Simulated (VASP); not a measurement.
Set up this calculation in VASP 6.6.1, as the native input.

- Task: single point
- Functional: r2SCAN
- Potentials or basis: VASP PAW PBE potentials, release 64 (Hg, Te)
- Cutoff: 520 eV
- k mesh: 6 × 6 × 6
- Occupations: fermi-dirac, width 0.02 eV
- Spin: no spin polarisation
- Dipole correction: no
- Further INCAR settings: ALGO = Normal; EDIFF = 1e-06; NBANDS = 16

The system is HgTe.

```
Hg Te
1.0
     0.00822    3.28916    3.28916
     3.28916    0.00822    3.28916
     3.29738    3.29738    0.00000
Hg Te
1 1
Direct
  0.00053 0.00053 0.99947
  0.24947 0.24947 0.25053
```

This cell differs from its parent crystal: shear xy strain +0.5%.

One way to write it, as run:

POSCAR

```
HgTe
1.0
    0.0082228947      3.2891578888      3.2891578888
    3.2891578888      0.0082228947      3.2891578888
    3.2973807835      3.2973807835      0.0000000000
Hg Te
1 1
Direct
    0.0005278108      0.0005278108     -0.0005278108
    0.2494721892      0.2494721892      0.2505278108
```

INCAR.step1

```
SYSTEM = HgTe
PREC = Accurate
ENCUT = 520
ISMEAR = -1
SIGMA = 0.02
LREAL = .False.
LASPH = .True.
NELM = 100
NBANDS = 16
GGA = PE
ALGO = Normal
EDIFF = 1E-4
LWAVE = .True.
LCHARG = .False.
```

INCAR.step2

```
SYSTEM = HgTe
PREC = Accurate
ENCUT = 520
EDIFF = 1E-6
ISMEAR = -1
SIGMA = 0.02
LREAL = .False.
LASPH = .True.
NELM = 100
ALGO = Normal
ISIF = 2
LWAVE = .False.
LCHARG = .True.
METAGGA = R2SCAN
LMIXTAU = .True.
LELF = .True.
LVHAR = .True.
NBANDS = 16
ISTART = 1
```

KPOINTS

```
Automatic mesh
0
Gamma
  6 6 6
  0 0 0
```

Potentials or basis: VASP PAW PBE potentials, release 64 (Hg, Te).

The run is started by

```console
$ cat potpaw_PBE.64/Hg/POTCAR potpaw_PBE.64/Te/POTCAR > POTCAR
$ cp INCAR.step1 INCAR
$ mpirun -np 1 vasp_std > vasp.out
$ cp INCAR.step2 INCAR
$ mpirun -np 1 vasp_std > vasp.out
```

It gave:

```
Pressure               : 0.0 GPa
Band gap on the k mesh : 0.01 eV
```

Caveat: the cell differs from its parent crystal (shear xy strain +0.5%); the smearing spreads over this small gap; the PAW data sets were made with another functional, which shifts forces and pressure a little; spin-orbit coupling is left out, which moves the levels of the heavy elements.

Wall time 3.2 min on 1 thread of Intel(R) Xeon(R) Platinum 8488C (Sapphire Rapids) (shared host), peak memory 0.24 GiB.
